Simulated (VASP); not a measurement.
# Al2Pt (P1) in VASP: notebook, part 2 of 2

VASP 6.6.1.

**4. Single point, r2SCAN**

Input file POSCAR:

```
Al2Pt
1.0
    0.0000000000      2.9550000000      2.9550000000
    2.9550000000      0.0000000000      2.9550000000
    2.9550000000      2.9550000000      0.0000000000
Al Pt
2 1
Direct
    0.2777769882      0.1881238579      0.2749698816
    0.7689003384      0.7073470389      0.7793876481
   -0.0064558376      0.0144571912     -0.0075181049
```

Input file INCAR.step1:

```
SYSTEM = Al2Pt
PREC     = Accurate       ! precision mode
ENCUT    = 520            ! plane-wave cutoff, eV
ISMEAR   = -1             ! smearing method
SIGMA    = 0.08           ! smearing width, eV
LREAL    = .False.        ! projectors in reciprocal space
LASPH    = .True.         ! aspherical terms in the spheres
NELM     = 80             ! most SCF steps
NBANDS   = 15             ! bands
GGA      = PE             ! functional
ALGO     = Normal         ! electronic algorithm
EDIFF    = 1E-4           ! SCF threshold, eV
LWAVE    = .True.         ! write WAVECAR
LCHARG   = .False.        ! write CHGCAR
```

Input file INCAR.step2:

```
SYSTEM = Al2Pt
PREC     = Accurate       ! precision mode
ENCUT    = 520            ! plane-wave cutoff, eV
EDIFF    = 1E-6           ! SCF threshold, eV
ISMEAR   = -1             ! smearing method
SIGMA    = 0.08           ! smearing width, eV
LREAL    = .False.        ! projectors in reciprocal space
LASPH    = .True.         ! aspherical terms in the spheres
NELM     = 80             ! most SCF steps
ALGO     = Normal         ! electronic algorithm
ISIF     = 2              ! what is computed and relaxed
LWAVE    = .False.        ! write WAVECAR
LCHARG   = .False.        ! write CHGCAR
METAGGA  = R2SCAN         ! meta-GGA
LMIXTAU  = .True.       
NBANDS   = 15             ! bands
ISTART   = 1
```

Input file KPOINTS:

```
Automatic mesh
0
Gamma
  6 6 6
  0 0 0
```

Potentials or basis: VASP PAW PBE potentials, release 64 (Al, Pt).

Command:

```console
$ cat potpaw_PBE.64/Al/POTCAR potpaw_PBE.64/Pt/POTCAR > POTCAR
$ cp INCAR.step1 INCAR
$ mpirun -np 1 vasp_std > vasp.out
$ cp INCAR.step2 INCAR
$ mpirun -np 1 vasp_std > vasp.out
```

OUTCAR:

```text
SYSTEM = Al2Pt
   PREC = Accurate
   ENCUT = 520
   EDIFF = 1E-6
   ISMEAR = -1
   LREAL = .False.
   LASPH = .True.
   NELM = 80
   ISIF = 2
   METAGGA = R2SCAN
   ISTART = 1

 ion  position               nearest neighbor table
   1  0.278  0.188  0.275-   3 2.45   3 2.46   3 2.54   3 2.82   2 2.89   2 2.93   2 2.94   2 2.97
                             2 2.99   2 3.03
   2  0.769  0.707  0.779-   3 2.37   3 2.55   3 2.65   3 2.69   1 2.89   1 2.93   1 2.94   1 2.97
                             1 2.99   1 3.03
   3  0.994  0.014  0.992-   2 2.37   1 2.45   1 2.46   1 2.54   2 2.55   2 2.65   2 2.69   1 2.82

  LATTYP: Found a face centered cubic cell.
 ALAT       =     5.9100000000

  Lattice vectors:

 A1 = (   0.0000000000,   2.9550000000,   2.9550000000)
 A2 = (   2.9550000000,   0.0000000000,   2.9550000000)
 A3 = (   2.9550000000,   2.9550000000,   0.0000000000)

Analysis of symmetry for initial positions (statically):
=====================================================================
 Subroutine PRICEL returns:
 Original cell was already a primitive cell.

 Routine SETGRP: Setting up the symmetry group for a
 face centered cubic supercell.

 Subroutine GETGRP returns: Found  1 space group operations
 (whereof  1 operations were pure point group operations)
 out of a pool of 48 trial point group operations.

The static configuration has the point symmetry C_1 .

Analysis of symmetry for dynamics (positions and initial velocities):
=====================================================================
 Subroutine PRICEL returns:
 Original cell was already a primitive cell.

 Routine SETGRP: Setting up the symmetry group for a
 face centered cubic supercell.

 Subroutine GETGRP returns: Found  1 space group operations
 (whereof  1 operations were pure point group operations)
 out of a pool of 48 trial point group operations.

The dynamic configuration has the point symmetry C_1 .

 Subroutine INISYM returns: Found  1 space group operations
 (whereof  1 operations are pure point group operations),
 and found     1 'primitive' translations

[... 126 lines left out ...]
   LRPA    =     F    only Hartree local field effects (RPA)
 non-spin polarized calculation
  energy-cutoff  :      520.00
  volume of cell :       51.61
 maximum number of plane-waves:      1411
   NGX = 15   NGY = 15   NGZ = 15

 number of electron      16.0000000 magnetization

 Free energy of the ion-electron system (eV)
  ---------------------------------------------------
  ext. energy  EPLUGINS =         0.00000000
  ---------------------------------------------------
  free energy    TOTEN  =       -67.68722234 eV

  energy without entropy =      -67.66787671  energy(sigma->0) =      -67.67754952

 E-fermi :   7.8789     XC(G=0): -11.4500

 val. band max:        7.8606279704   @ k =   0.3333   0.3333  -0.3333
 cond. band min:       7.8799796916   @ k =   0.3333  -0.3333  -0.3333
 fundamental gap:      0.0193517211
 Fermi energy:         7.8788793356

 k-point     1 :       0.0000    0.0000    0.0000
  band No.  band energies     occupation
      1      -2.9485      2.00000
      2       2.3988      2.00000
      3       2.4529      2.00000
      4       2.4660      2.00000
      5       3.7944      2.00000
      6       3.8244      2.00000
      7      11.1211      0.00000
      8      11.6366      0.00000
      9      11.6917      0.00000
     10      11.7793      0.00000
     11      13.5516      0.00000
     12      13.6018      0.00000
     13      13.9158      0.00000
     14      14.7608      0.00000
[... 401 lines left out ...]
      2       1.8447      2.00000
      3       2.7923      2.00000
      4       2.8993      2.00000
      5       3.4659      2.00000
      6       4.0357      2.00000
      7       6.1602      2.00000
      8       8.4379      0.00184
      9       8.9354      0.00000
     10      11.6202      0.00000
     11      13.0619      0.00000
     12      14.5980      0.00000
     13      15.2283      0.00000
     14      15.5289      0.00000
     15      17.9187      0.00000

 [... further k-points ...]

------------------------ aborting loop because EDIFF is reached ----------------------------------------

  FORCE on cell =-STRESS in cart. coord.  units (eV):
  Direction    XX          YY          ZZ          XY          YZ          ZX
  --------------------------------------------------------------------------------------
  -------------------------------------------------------------------------------------
  Total        0.8343741      0.4671311      0.7503380     -0.3295582     -0.0964150      0.2318096
  in kB       25.9041248     14.5026348     23.2951252    -10.2315214     -2.9933169      7.1968031
  external PRESSURE =      21.2339616 kB  Pullay stress =       0.0000000 kB

 VOLUME and BASIS-vectors are now :
 -----------------------------------------------------------------------------
  energy-cutoff  :      520.00
  volume of cell :       51.61
      direct lattice vectors                 reciprocal lattice vectors
     0.000000000  2.955000000  2.955000000    -0.169204738  0.169204738  0.169204738
     2.955000000  0.000000000  2.955000000     0.169204738 -0.169204738  0.169204738
     2.955000000  2.955000000  0.000000000     0.169204738  0.169204738 -0.169204738

 POSITION                                       TOTAL-FORCE (eV/Angst)
 -----------------------------------------------------------------------------------
      1.36844      1.63337      1.37674         0.405941     -0.716437      0.279244
      4.39330      4.57519      4.36231         0.447695     -0.929587      0.593200
      2.97551      5.86871      2.97864        -0.853636      1.646024     -0.872444
 -----------------------------------------------------------------------------------
    total drift:                               -0.000035      0.001411     -0.002541

  FREE ENERGIE OF THE ION-ELECTRON SYSTEM (eV)
  ---------------------------------------------------
  free  energy   TOTEN  =       -67.6872223353 eV

  energy  without entropy=      -67.6678767091  energy(sigma->0) =      -67.67754952
```

OSZICAR.step1:

```text
N       E                     dE             d eps       ncg     rms          rms(c)
DAV:   1     0.503850363176E+02    0.50385E+02   -0.66946E+03  3376   0.912E+02
DAV:   2    -0.150272104902E+02   -0.65412E+02   -0.57586E+02  4214   0.166E+02
DAV:   3    -0.166062974794E+02   -0.15791E+01   -0.15693E+01  4306   0.250E+01
DAV:   4    -0.166192585099E+02   -0.12961E-01   -0.12960E-01  4060   0.266E+00
DAV:   5    -0.166194924949E+02   -0.23398E-03   -0.23398E-03  4502   0.372E-01    0.868E+00
DAV:   6    -0.161385283864E+02    0.48096E+00   -0.18545E+00  4032   0.123E+01    0.228E+00
DAV:   7    -0.160555584136E+02    0.82970E-01   -0.14661E-01  3752   0.355E+00    0.168E+00
DAV:   8    -0.160248992363E+02    0.30659E-01   -0.32377E-02  4109   0.146E+00    0.259E-01
DAV:   9    -0.160246348833E+02    0.26435E-03   -0.23026E-03  3878   0.372E-01    0.142E-01
DAV:  10    -0.160247183777E+02   -0.83494E-04   -0.34600E-04  3955   0.132E-01
   1 F= -.16024718E+02 E0= -.16014078E+02  d E =-.212807E-01
```

It took 2.8 min on 1 thread of Intel Xeon Platinum 8375C at 2.90GHz (Ice Lake), shared host; peak memory 0.24 GiB.

Results:

```
Free energy            : -67.6872 eV
Pressure               : 2.1 GPa
Largest force          : 2.049 eV/Å
Band gap on the k mesh : zero (band 8 reaches 11.64 eV, above the bottom of band 9 at 6.22 eV)
```

Forces in eV/Å, atoms in the order of the input:
```
Al   0.406 -0.716  0.279
Al   0.448 -0.930  0.593
Pt  -0.854  1.646 -0.872
```

Stress tensor (GPa, compression positive):
```
 2.59 -1.02  0.72
-1.02  1.45 -0.30
 0.72 -0.30  2.33
```

Levels at points of the mesh, in eV from the Fermi level:
| k point | band 5 | band 6 | band 7 | band 8 | band 9 | band 10 | band 11 | band 12 |
| --- | --- | --- | --- | --- | --- | --- | --- | --- |
| (0.00, 0.00, 0.00) | -4.08 | -4.05 | 3.24 | 3.76 | 3.81 | 3.90 | 5.67 | 5.72 |
| (0.50, 0.00, 0.00) | -4.08 | -3.87 | -3.83 | 0.83 | 1.19 | 3.84 | 5.57 | 5.71 |
| (0.00, 0.50, 0.00) | -4.00 | -3.81 | -3.78 | 0.98 | 1.15 | 4.12 | 5.33 | 5.51 |
| (0.00, 0.00, 0.50) | -4.01 | -3.84 | -3.81 | 0.87 | 1.25 | 3.82 | 5.54 | 5.68 |
| (0.50, 0.50, 0.50) | -4.10 | -3.88 | -3.85 | 0.86 | 1.15 | 3.81 | 5.56 | 5.72 |
| (0.50, 0.50, 0.00) | -4.09 | -3.86 | -3.54 | -1.78 | -1.62 | 3.37 | 3.58 | 8.47 |
| (0.00, 0.50, 0.50) | -4.09 | -3.88 | -3.54 | -1.79 | -1.61 | 3.37 | 3.58 | 8.46 |
| (0.50, 0.00, 0.50) | -4.11 | -3.73 | -3.57 | -1.75 | -1.66 | 3.36 | 3.55 | 8.52 |

Caveat: the PAW data sets were made with another functional, which shifts forces and pressure a little; spin-orbit coupling is left out, which moves the levels of the heavy elements.
